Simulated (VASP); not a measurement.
MnS: single point with PBEsol+U

Crystal: MnS.

```
Mn S
1.0
     0.00000    2.60450    2.60450
     2.60450    0.00000    2.60450
     2.60450    2.60450    0.00000
Mn S
1 1
Cartesian
  0.0000 0.0000 0.0000
  2.6045 2.6045 2.6045
```

| Property | Result |
| --- | --- |
| Program | VASP 6.6.1 |
| Task | single point |
| Functional | PBEsol |
| Potentials or basis | VASP PAW PBE potentials, release 64 (Mn_pv, S) |
| Cutoff | 520 eV |
| k mesh | 9 × 9 × 9 |
| Occupations | fermi-dirac, width 0.05 eV |
| Spin | collinear spin, ferromagnetic start |
| Starting moments | [4.0, 0.0] μB |
| Hubbard terms | Mn d U = 1.0 eV |

```json
{
 "Pressure": "-4.2 GPa",
 "Net moment": "4.85 μB per cell",
 "Site moments": "Mn +4.38; S +0.11 μB",
 "Valence electrons inside the program's atomic spheres": "Mn 11.30; S 3.71"
}
```

Levels at points of the mesh, in eV from the Fermi level:
Spin up:
```tsv
k point	band 10	band 11	band 12	band 13	band 14	band 15
(0.00, 0.00, 0.00)	-1.86	-1.86	-1.86	1.57	8.40	8.40
```
Spin down:
| k point | band 4 | band 5 | band 6 | band 7 | band 8 | band 9 | band 10 | band 11 |
| --- | --- | --- | --- | --- | --- | --- | --- | --- |
| (0.00, 0.00, 0.00) | -14.24 | -1.60 | -1.60 | -1.60 | 0.61 | 0.61 | 0.61 | 0.66 |

Eigenvalues of the final occupation matrices:
```tsv
site	spin	trace	eigenvalues
site 1 d	1	4.62	0.92 0.92 0.92 0.93 0.93
site 1 d	2	0.31	0.04 0.04 0.04 0.10 0.10
```

Run time: 26 s on 1 thread of Intel(R) Xeon(R) Platinum 8559C (Emerald Rapids), on a shared host, peak memory 0.19 GiB.

Caveat: the PAW data sets were made with another functional, which shifts forces and pressure a little; a cell with one magnetic atom can't hold antiferromagnetic order, which such compounds often take. The state reached can hang on the start; a lower one may exist.
